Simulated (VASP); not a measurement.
# CoSi3 (P6/mmm) in VASP: notebook

Runs on CoSi3. Level: PBE. Tasks: single point, relaxation of cell and atoms.

Everything below comes from runs of VASP 6.6.1. Logs are shortened: lines on timing, memory, paths and dates and some standing lists are left out, and cuts for length are marked.

### Step 1. The cell of the first run

Symmetry: P6/mmm, No. 191, hexagonal system. The conventional cell has a = 7.452 Å, b = 7.452 Å, c = 2.603 Å, α = 90.00°, β = 90.00°, γ = 120.00°. Co (site symmetry -6m2) has 6 Si at 2.30 Å and 2 Co at 2.60 Å within 3.0 Å. Si (site symmetry mm2) has 2 Co at 2.30 Å and 4 Si at 2.40 to 2.60 Å within 3.0 Å.

The cell was built from a structure type or drawn by symmetry, and may not be a known phase.

### Step 2. Single point, PBE

File INCAR:

```
ALGO = Normal
EDIFF = 1E-6
ENCUT = 600
GGA = PE
GGA_COMPAT = F
ISIF = 2
ISMEAR = 0
LASPH = T
LCHARG = F
LREAL = F
LWAVE = F
NBANDS = 31
NELM = 120
PREC = Accurate
SIGMA = 0.1
```

File KPOINTS:

```
k-points
0
Gamma
  6 6 14
```

File POSCAR:

```
CoSi3
1.0
    7.4520848960      0.0000000000      0.0000000000
   -3.7260424480      6.4536948311      0.0000000000
    0.0000000000      0.0000000000      2.6026633917
Co Si
2 6
Direct
    0.3333333333      0.6666666667      0.0000000000
    0.6666666667      0.3333333333      0.0000000000
    0.8138728241      0.1861271759      0.5000000000
    0.8138728241      0.6277456483      0.5000000000
    0.3722543517      0.1861271759      0.5000000000
    0.1861271759      0.8138728241      0.5000000000
    0.1861271759      0.3722543517      0.5000000000
    0.6277456483      0.8138728241      0.5000000000
```

Potentials or basis: VASP PAW PBE potentials, release 64 (Co, Si).

Command:

```sh
$ cat potpaw_PBE.64/Co/POTCAR potpaw_PBE.64/Si/POTCAR > POTCAR
$ mpirun -np 1 vasp_std > vasp.out
```

OUTCAR:

```text
EDIFF = 1E-6
   ENCUT = 600
   GGA = PE
   ISIF = 2
   ISMEAR = 0
   LASPH = T
   LREAL = F
   NELM = 120
   PREC = Accurate

 ion  position               nearest neighbor table
   1  0.333  0.667  0.000-   6 2.30   6 2.30   8 2.30   8 2.30   7 2.30   7 2.30
   2  0.667  0.333  0.000-   3 2.30   3 2.30   5 2.30   5 2.30   4 2.30   4 2.30
   3  0.814  0.186  0.500-   2 2.30   2 2.30   7 2.40   8 2.40
   4  0.814  0.628  0.500-   2 2.30   2 2.30   8 2.40   6 2.40
   5  0.372  0.186  0.500-   2 2.30   2 2.30   7 2.40   6 2.40
   6  0.186  0.814  0.500-   1 2.30   1 2.30   4 2.40   5 2.40
   7  0.186  0.372  0.500-   1 2.30   1 2.30   5 2.40   3 2.40
   8  0.628  0.814  0.500-   1 2.30   1 2.30   4 2.40   3 2.40

  LATTYP: Found a hexagonal cell.
 ALAT       =     7.4520848960
 C/A-ratio  =     0.3492530517

  Lattice vectors:

 A1 = (   7.4520848960,   0.0000000000,   0.0000000000)
 A2 = (  -3.7260424480,   6.4536948311,   0.0000000000)
 A3 = (   0.0000000000,   0.0000000000,   2.6026633917)

Analysis of symmetry for initial positions (statically):
=====================================================================
 Subroutine PRICEL returns:
 Original cell was already a primitive cell.

 Routine SETGRP: Setting up the symmetry group for a
 hexagonal supercell.

 Subroutine GETGRP returns: Found 24 space group operations
 (whereof 24 operations were pure point group operations)
 out of a pool of 24 trial point group operations.

The static configuration has the point symmetry D_6h.

Analysis of symmetry for dynamics (positions and initial velocities):
=====================================================================
 Subroutine PRICEL returns:
 Original cell was already a primitive cell.

 Routine SETGRP: Setting up the symmetry group for a
 hexagonal supercell.

 Subroutine GETGRP returns: Found 24 space group operations
 (whereof 24 operations were pure point group operations)
 out of a pool of 24 trial point group operations.

The dynamic configuration has the point symmetry D_6h.

 Subroutine INISYM returns: Found 24 space group operations
 (whereof 24 operations are pure point group operations),
 and found     1 'primitive' translations

----------------------------------------------------------------------------------------

                                     Primitive cell

  volume of cell :     125.1711

  direct lattice vectors                    reciprocal lattice vectors
     7.452084896  0.000000000  0.000000000     0.134190634  0.077474999  0.000000000
    -3.726042448  6.453694831  0.000000000     0.000000000  0.154949998  0.000000000
     0.000000000  0.000000000  2.602663392     0.000000000  0.000000000  0.384221795

  length of vectors
     7.452084896  7.452084896  2.602663392     0.154949998  0.154949998  0.384221795

  position of ions in fractional coordinates (direct lattice)
     0.333333333  0.666666667  0.000000000
     0.666666667  0.333333333  0.000000000
     0.813872824  0.186127176  0.500000000
     0.813872824  0.627745648  0.500000000
     0.372254352  0.186127176  0.500000000
     0.186127176  0.813872824  0.500000000
     0.186127176  0.372254352  0.500000000
     0.627745648  0.813872824  0.500000000

  ion indices of the primitive-cell ions
   primitive index   ion index
                 1           1
                 2           2
                 3           3
                 4           4
                 5           5
                 6           6
                 7           7
                 8           8

----------------------------------------------------------------------------------------

 KPOINTS: k-points

Automatic generation of k-mesh.
 Grid dimensions read from file:
 generate k-points for:    6    6   14

 Generating k-lattice:

  Cartesian coordinates                     Fractional coordinates (reciprocal lattice)
     0.022365106  0.012912500  0.000000000     0.166666667  0.000000000  0.000000000
     0.000000000  0.025825000  0.000000000     0.000000000  0.166666667  0.000000000
     0.000000000  0.000000000  0.027444414     0.000000000  0.000000000  0.071428571

  Length of vectors
     0.025825000  0.025825000  0.027444414

  Shift w.r.t. Gamma in fractional coordinates (k-lattice)
     0.000000000  0.000000000  0.000000000

 Subroutine IBZKPT returns following result:
 ===========================================

 Found     56 irreducible k-points:

 Following reciprocal coordinates:
            Coordinates               Weight
  0.000000  0.000000  0.000000      1.000000
  0.166667 -0.000000  0.000000      6.000000
  0.333333 -0.000000  0.000000      6.000000
  0.500000  0.000000  0.000000      3.000000
  0.166667  0.166667  0.000000      6.000000
  0.333333  0.166667  0.000000     12.000000
[... 16 lines left out ...]
  0.166667 -0.000000  0.214286     12.000000
  0.333333 -0.000000  0.214286     12.000000
 [... further k-points ...]
   k-points           NKPTS =     56   k-points in BZ     NKDIM =     56   number of bands    NBANDS=     31
   number of dos      NEDOS =    301   number of ions     NIONS =      8
   total plane-waves  NPLWV =  86400
   dimension x,y,z NGX =    60 NGY =   60 NGZ =   24
   dimension x,y,z NGXF=   120 NGYF=  120 NGZF=   48
   ions per type =               2   6
   NGX,Y,Z   is equivalent  to a cutoff of  13.39, 13.39, 15.33 a.u.
   NGXF,Y,Z  is equivalent  to a cutoff of  26.77, 26.77, 30.66 a.u.
 SYSTEM =  unknown system
   PREC   = accura    normal or accurate (medium, high low for compatibility)
   ISTART =      0    job   : 0-new  1-cont  2-samecut
   ICHARG =      2    charge: 1-file 2-atom 10-const
   ISPIN  =      1    spin polarized calculation?
   LNONCOLLINEAR =      F non collinear calculations
   LSORBIT =      F    spin-orbit coupling
   LASPH  =      T    aspherical Exc in radial PAW
   ENCUT  =  600.0 eV  44.10 Ry    6.64 a.u.  14.88 14.88  5.20*2*pi/ulx,y,z
   NELM   =    120;   NELMIN=  2; NELMDL= -5     # of ELM steps
   EDIFF  = 0.1E-05   stopping-criterion for ELM
   LREAL  =      F    real-space projection
[... 7 lines left out ...]
   TEBEG  =    0.0;   TEEND  =   0.0 temperature during run
   PSTRESS=    0.0 pullay stress
   NELECT =      42.0000    total number of electrons
   NUPDOWN=      -1.0000    fix difference up-down
   EMIN   =  10.00;   EMAX   =-10.00  energy-range for DOS
   EFERMI =   0.00;   METHOD = LEGACY
   ISMEAR =     0;   SIGMA  =   0.10  broadening in eV -4-tet -1-fermi 0-gaus
   EFERMI_NEDOS =   21; number of points for ismear=-14 and -15
   IALGO  =     38    algorithm
   IMIX   =      4    mixing-type and parameters
     AMIX     =   0.40;   BMIX     =  1.00
     AMIX_MAG =   1.60;   BMIX_MAG =  1.00
  volume/ion in A,a.u.               =      15.65       105.59
  Fermi-wavevector in a.u.,A,eV,Ry     =   1.137601  2.149754 17.607781  1.294135
  Thomas-Fermi vector in A             =   2.274306
   LORBIT       =      0    0 simple, 1 ext, 2 COOP (PROOUT), +10 PAW based schemes
   GGA     = PE    functional components
   LHFCALC =     F    Hartree Fock is set to
   AEXX    =    0.0000 exact exchange contribution
   IVDW    =     0    specifies the selected vdW correction
   LEPSILON=     F    determine dielectric tensor
   LRPA    =     F    only Hartree local field effects (RPA)
 non-spin polarized calculation
 Gauss-broadening in eV      SIGMA  =   0.10
  energy-cutoff  :      600.00
  volume of cell :      125.17
 maximum number of plane-waves:      4198
 NGX is ok and might be reduce to    60
   NGX = 29   NGY = 29   NGZ = 11

 number of electron      42.0000008 magnetization

 Free energy of the ion-electron system (eV)
  ---------------------------------------------------
  ext. energy  EPLUGINS =         0.00000000
  ---------------------------------------------------
  free energy    TOTEN  =       -47.62655615 eV

  energy without entropy =      -47.60402400  energy(sigma->0) =      -47.61529008

 E-fermi :   7.6507     XC(G=0): -10.6716

 val. band max:        7.6467373307   @ k =   0.3333  -0.0000   0.0000
 cond. band min:       7.6519651967   @ k =   0.0000   0.0000   0.2857
 fundamental gap:      0.0052278659
 Fermi energy:         7.6507048791

 k-point     1 :       0.0000    0.0000    0.0000
  band No.  band energies     occupation
      1      -4.5560      2.00000
      2      -2.4746      2.00000
      3      -2.4746      2.00000
      4      -1.1417      2.00000
      5      -0.9729      2.00000
      6      -0.9729      2.00000
[... 23 lines left out ...]
     30      14.9686      0.00000
     31      16.5389      0.00000

 k-point     2 :       0.1667   -0.0000    0.0000
  band No.  band energies     occupation
      1      -4.4684      2.00000
      2      -2.7079      2.00000
      3      -2.5377      2.00000
      4      -1.6317      2.00000
      5      -0.8129      2.00000
      6      -0.2156      2.00000
[... 23 lines left out ...]
     30      15.0531      0.00000
     31      15.6912      0.00000

 k-point     3 :       0.3333   -0.0000    0.0000
  band No.  band energies     occupation
      1      -4.2089      2.00000
      2      -3.2475      2.00000
      3      -2.6424      2.00000
      4      -1.8605      2.00000
      5      -0.4779      2.00000
      6       0.5927      2.00000
[... 23 lines left out ...]
     30      15.3009      0.00000
     31      15.6159      0.00000

 k-point     4 :       0.5000    0.0000    0.0000
  band No.  band energies     occupation
      1      -3.8014      2.00000
      2      -3.7781      2.00000
      3      -2.6874      2.00000
      4      -1.9201      2.00000
      5      -0.2898      2.00000
      6       0.9692      2.00000
[... 635 lines left out ...]
     30      12.3505      0.00000
     31      12.3505      0.00000

 k-point    23 :       0.1667   -0.0000    0.2143
  band No.  band energies     occupation
      1      -3.4957      2.00000
      2      -1.7874      2.00000
      3      -1.6273      2.00000
      4      -0.6628      2.00000
      5       0.0231      2.00000
      6       0.6584      2.00000
[... 23 lines left out ...]
     30      12.3087      0.00000
     31      12.6667      0.00000

 k-point    24 :       0.3333   -0.0000    0.2143
  band No.  band energies     occupation
      1      -3.2425      2.00000
      2      -2.3073      2.00000
      3      -1.7371      2.00000
      4      -0.8838      2.00000
      5       0.3638      2.00000
      6       1.4166      2.00000
[... 23 lines left out ...]
     30      13.1884      0.00000
     31      13.4435      0.00000

 [... further k-points ...]

------------------------ aborting loop because EDIFF is reached ----------------------------------------

  FORCE on cell =-STRESS in cart. coord.  units (eV):
  Direction    XX          YY          ZZ          XY          YZ          ZX
  --------------------------------------------------------------------------------------
  -------------------------------------------------------------------------------------
  Total       -0.1242945     -0.1242945     -0.0659094     -0.0000000      0.0000000      0.0000000
  in kB       -1.5909559     -1.5909559     -0.8436339     -0.0000000      0.0000000      0.0000000
  external PRESSURE =      -1.3418486 kB  Pullay stress =       0.0000000 kB

 VOLUME and BASIS-vectors are now :
 -----------------------------------------------------------------------------
  energy-cutoff  :      600.00
  volume of cell :      125.17
      direct lattice vectors                 reciprocal lattice vectors
     7.452084896  0.000000000  0.000000000     0.134190634  0.077474999  0.000000000
    -3.726042448  6.453694831  0.000000000     0.000000000  0.154949998  0.000000000
     0.000000000  0.000000000  2.602663392     0.000000000  0.000000000  0.384221795

 POSITION                                       TOTAL-FORCE (eV/Angst)
 -----------------------------------------------------------------------------------
     -0.00000      4.30246      0.00000         0.000000      0.000000      0.000000
      3.72604      2.15123      0.00000         0.000000      0.000000      0.000000
      5.37153      1.20121      1.30133         0.003132     -0.001808      0.000000
      3.72604      4.05128      1.30133         0.000000      0.003616     -0.000000
      2.08055      1.20121      1.30133        -0.003132     -0.001808      0.000000
     -1.64549      5.25249      1.30133        -0.003132      0.001808     -0.000000
      0.00000      2.40242      1.30133        -0.000000     -0.003616      0.000000
      1.64549      5.25249      1.30133         0.003132      0.001808     -0.000000
 -----------------------------------------------------------------------------------
    total drift:                                0.000000      0.000000     -0.000000

  FREE ENERGIE OF THE ION-ELECTRON SYSTEM (eV)
  ---------------------------------------------------
  free  energy   TOTEN  =       -47.6265561539 eV

  energy  without entropy=      -47.6040240002  energy(sigma->0) =      -47.61529008
```

It took 2.5 min on 1 thread of Intel Xeon 6975P-C (Granite Rapids), shared host; peak memory 0.41 GiB.

Results:

```
Free energy            : -47.6266 eV
Pressure               : -0.1 GPa
Largest force          : 0.004 eV/Å
Band gap on the k mesh : zero (bands 21 and 22 overlap by 1.83 eV)
```

Forces in eV/Å, atoms in the order of the input:
```
Co   0.000  0.000  0.000
Co   0.000  0.000  0.000
Si   0.003 -0.002  0.000
Si   0.000  0.004  0.000
Si  -0.003 -0.002  0.000
Si  -0.003  0.002  0.000
Si   0.000 -0.004  0.000
Si   0.003  0.002  0.000
```

Levels at points of the mesh, in eV from the Fermi level:
```tsv
k point	band 19	band 20	band 21	band 22	band 23	band 24
(0.00, 0.00, 0.00)	-1.05	-1.05	0.25	0.25	1.61	1.61
(0.50, 0.00, 0.00)	-1.06	-1.05	-1.04	-0.16	2.27	2.27
(0.00, 0.00, 0.50)	-1.26	-0.71	-0.71	-0.44	-0.21	0.76
(0.50, 0.00, 0.50)	-0.86	-0.78	-0.41	-0.19	0.40	0.54
```

Caveat: the run has no spin polarisation, though such a crystal can be magnetic.

[end of part 1 of 2]
